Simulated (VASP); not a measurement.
# SnPdS4: single point with PBE

SnPdS4:

```xyz
6
Lattice="4.1053 -4.0908 0.0000 4.1053 4.0908 0.0000 0.0000 0.0000 3.8460" Properties=species:S:1:pos:R:3 pbc="T T T"
Sn    0.0000    0.0000    0.0000
Pd    4.1053    0.0000    1.9230
S     1.6581    0.0000    1.9230
S     4.1053   -1.4417    0.0000
S     4.1053    1.4417    0.0000
S     6.5525    0.0000    1.9230
```

The cell was generated, and may not be a known phase.

- Program: VASP 6.6.1
- Task: single point
- Functional: PBE
- Potentials or basis: VASP PAW PBE potentials, release 64 (Sn_d, Pd, S)
- Cutoff: 520 eV
- k mesh: 4 × 4 × 4
- Occupations: gaussian, width 0.1 eV
- Spin: collinear spin
- Starting moments: [0.0, 1.0, 0.0, 0.0, 0.0, 0.0] μB
- Dipole correction: no
- Further INCAR settings: ALGO = Normal; EDIFF = 1e-07; NBANDS = 37

| Quantity | Value |
| --- | --- |
| Pressure | -0.1 GPa |
| Largest force | 0.009 eV/Å |
| Band gap on the k mesh | zero (filled and empty bands overlap) |
| Net moment | 0.00 μB per cell |
| Valence electrons inside the program's atomic spheres | Sn 12.17; Pd 9.45; S 3.67, 3.63 (each value once) |

Forces on the atoms (eV/Å):
```
Sn   0.000  0.000  0.000
Pd   0.000  0.000  0.000
S    0.005  0.000  0.000
S    0.000  0.009  0.000
S    0.000 -0.009  0.000
S   -0.005  0.000  0.000
```

Stress tensor (GPa, compression positive):
```
-0.22  0.00  0.00
 0.00 -0.17  0.00
 0.00  0.00  0.19
```

Levels at points of the mesh, in eV from the Fermi level:
Spin up:
```tsv
k point	band 21	band 22	band 23	band 24	band 25	band 26	band 27	band 28
(0.00, 0.00, 0.00)	-0.82	-0.24	0.03	0.07	0.49	1.06	1.91	3.41
(0.50, 0.00, 0.00)	-1.14	-0.88	-0.36	-0.20	1.07	1.91	1.92	3.82
(0.50, 0.50, 0.00)	-1.45	-1.06	-0.88	-0.71	0.12	1.79	2.22	4.36
(0.00, 0.00, 0.50)	-1.39	-1.15	-0.87	-0.43	-0.09	-0.07	1.59	6.08
(0.50, 0.00, 0.50)	-1.02	-0.74	-0.72	-0.47	0.81	1.75	3.02	4.08
(0.50, 0.50, 0.50)	-0.51	-0.47	-0.33	-0.18	0.07	0.30	1.21	4.96
```
Spin down:
```tsv
k point	band 21	band 22	band 23	band 24	band 25	band 26	band 27	band 28
(0.00, 0.00, 0.00)	-0.82	-0.24	0.03	0.07	0.49	1.06	1.91	3.41
(0.50, 0.00, 0.00)	-1.14	-0.88	-0.36	-0.20	1.07	1.91	1.92	3.82
(0.50, 0.50, 0.00)	-1.45	-1.06	-0.88	-0.71	0.12	1.79	2.22	4.36
(0.00, 0.00, 0.50)	-1.39	-1.15	-0.87	-0.43	-0.09	-0.07	1.59	6.08
(0.50, 0.00, 0.50)	-1.02	-0.74	-0.72	-0.47	0.81	1.75	3.02	4.08
(0.50, 0.50, 0.50)	-0.51	-0.47	-0.33	-0.18	0.07	0.30	1.21	4.96
```

It took 6.4 min on 1 thread of Intel Xeon 8259CL (shared host), peak memory 0.4 GiB.

Caveat: the k points lie up to 0.41 Å⁻¹ apart; spin-orbit coupling is left out, which moves the levels of the heavy elements.
